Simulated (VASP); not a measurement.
Wanted: the native input for a VASP 6.6.1 run.

| Quantity | Value |
| --- | --- |
| Task | single point |
| Functional | PBEsol |
| Potentials or basis | VASP PAW PBE potentials, release 64 (Rh_pv) |
| Cutoff | 520 eV |
| k mesh | 18 × 18 × 18 |
| Occupations | gaussian, width 0.05 eV |
| Spin | no spin polarisation |
| Dipole correction | no |
| Further INCAR settings | ALGO = Normal; EDIFF = 1e-06; NBANDS = 14 |

The structure of Rh lies in POSCAR:

```
Rh
1.0
    0.0000000000      1.8899211165      1.8899211165
    1.8899211165      0.0000000000      1.8899211165
    1.8899211165      1.8899211165      0.0000000000
Rh
1
Direct
    0.0000000000      0.0000000000      0.0000000000
```

These files were run (other wordings do the same):

INCAR

```
SYSTEM = Rh
  ALGO = Normal
  EDIFF = 1E-6
  ENCUT = 520
  GGA = PS
  ISIF = 2
  ISMEAR = 0
  LASPH = .True.
  LCHARG = .False.
  LREAL = .False.
  LWAVE = .False.
  NBANDS = 14
  NELM = 80
  PREC = Accurate
  SIGMA = 0.05
```

KPOINTS

```
k-points
0
Gamma
  18 18 18
  0 0 0
```

Potentials or basis: VASP PAW PBE potentials, release 64 (Rh_pv).

The run is started by

```sh
$ cat potpaw_PBE.64/Rh_pv/POTCAR > POTCAR
$ mpirun -np 1 vasp_std > vasp.out
```

Results of the run:

```json
{
  "Pressure": "-0.1 GPa"
}
```

Caveat: the PAW data sets were made with another functional, which shifts forces and pressure a little.

Wall time 12 s on 1 thread of Intel(R) Xeon(R) 6975P-C (Granite Rapids), on a shared host, peak memory 0.14 GiB.
